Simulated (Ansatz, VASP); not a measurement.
**AlN: VASP beside Ansatz**

File POSCAR:

```
AlN
1.0
    3.1066653383      0.0000000000      0.0000000000
   -1.5533326691      2.6904511040      0.0000000000
    0.0000000000      0.0000000000      4.9784048429
Al N
2 2
Direct
    0.3333333333      0.6666666667      0.0468881019
    0.6666666667      0.3333333333      0.5016929024
    0.3333333333      0.6666666667      0.3833070976
    0.6666666667      0.3333333333      0.8833070976
```

The input INCAR.step1:

```
SYSTEM = AlN
  ALGO = Normal
  EDIFF = 1E-4
  ENCUT = 520
  GGA = PE
  ISMEAR = 0
  LASPH = .True.
  LCHARG = .False.
  LREAL = .False.
  LWAVE = .True.
  NBANDS = 16
  NELM = 100
  PREC = Accurate
  SIGMA = 0.05
```

File INCAR.step2:

```
SYSTEM = AlN
  ALGO = Normal
  EDIFF = 1E-6
  ENCUT = 520
  ISIF = 2
  ISMEAR = 0
  ISTART = 1
  LASPH = .True.
  LCHARG = .False.
  LMIXTAU = .True.
  LREAL = .False.
  LWAVE = .False.
  METAGGA = R2SCAN
  NBANDS = 16
  NELM = 100
  PREC = Accurate
  SIGMA = 0.05
```

File KPOINTS:

```
k-points
0
Gamma
  12 12 6
  0 0 0
```

Input for Ansatz:

```yaml
crystal:
  lattice:
    - [3.1066653383, 0.0, 0.0]
    - [-1.5533326691, 2.690451104, 0.0]
    - [0.0, 0.0, 4.9784048429]
  atoms:
    - { symbol: Al, position: [0.3333333333, 0.6666666667, 0.0468881019] }
    - { symbol: Al, position: [0.6666666667, 0.3333333333, 0.5016929024] }
    - { symbol: "N", position: [0.3333333333, 0.6666666667, 0.3833070976] }
    - { symbol: "N", position: [0.6666666667, 0.3333333333, 0.8833070976] }
basis:
  ecutwfc: 500
kpoints:
  mp_grid: { grid: [12, 12, 6] }
hamiltonian:
  xc: r2scan
scf:
  occupations: { method: gaussian, width: 0.05 }
output:
  forces: true
  stress: true
  eigenvalues: true
```

Alike in both runs: task single point; functional r2SCAN; k mesh 12 × 12 × 6; occupations gaussian, width 0.05 eV; no spin polarisation.

```csv
,VASP,Ansatz
version,VASP 6.6.1,Ansatz 0.2.0
potentials or method,"VASP PAW PBE potentials, release 64 (Al, N), cutoff 520 eV","scalar-relativistic, plane waves, PAW"
valence electrons in the cell,16,16
```

```tsv
	VASP	Ansatz	Ansatz less VASP
gap on the k mesh at the Fermi level (eV)	3.92	3.88	-0.044
least direct gap on the mesh (eV)	3.92	3.88	-0.044
pressure (GPa)	4.7	5.0	+0.27
traceless stress, the component that is largest in VASP (GPa)	15.65	15.25	-0.399
rms of the force components (eV/Å)	2.607	2.581	-0.0256
```

VASP's potentials were made for PBE, not for r2SCAN. Atom by atom the forces differ by 0.029 eV/Å (rms over components).
